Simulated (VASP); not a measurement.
Input of a VASP 6.6.1 run:

POSCAR

```
CsH
1.0
    0.0000000000      3.1880000000      3.1880000000
    3.1880000000      0.0000000000      3.1880000000
    3.1880000000      3.1880000000      0.0000000000
Cs H
1 1
Direct
    0.0000000000      0.0000000000      0.0000000000
    0.5000000000      0.5000000000      0.5000000000
```

The input INCAR.step1:

```
SYSTEM = CsH
PREC = Accurate
ENCUT = 520
ISMEAR = -1
SIGMA = 0.02
LREAL = .FALSE.
LASPH = .TRUE.
NELM = 60
NBANDS = 12
GGA = PE
ALGO = Normal
EDIFF = 1E-4
LWAVE = .TRUE.
LCHARG = .FALSE.
```

INCAR.step2

```
SYSTEM = CsH
PREC = Accurate
ENCUT = 520
EDIFF = 1E-6
ISMEAR = -1
SIGMA = 0.02
LREAL = .FALSE.
LASPH = .TRUE.
NELM = 60
ALGO = Normal
ISIF = 2
LWAVE = .FALSE.
LCHARG = .FALSE.
METAGGA = R2SCAN
LMIXTAU = .TRUE.
NBANDS = 12
ISTART = 1
```

KPOINTS

```
regular mesh
0
G
  8 8 8
  0 0 0
```

Potentials or basis: VASP PAW PBE potentials, release 64 (Cs_sv, H).

Launch:

```sh
$ cat potpaw_PBE.64/Cs_sv/POTCAR potpaw_PBE.64/H/POTCAR > POTCAR
$ cp INCAR.step1 INCAR
$ mpirun -np 1 vasp_std > vasp.out
$ cp INCAR.step2 INCAR
$ mpirun -np 1 vasp_std > vasp.out
```

(1) Estimate the band gap on the k mesh.

(2) What does it give for the pressure?

## Answers

(1) 2.66 eV, direct.

(2) 0.0 GPa.

Caveat: the PAW data sets were made with another functional, which shifts forces and pressure a little; spin-orbit coupling is left out, which moves the levels of the heavy elements.
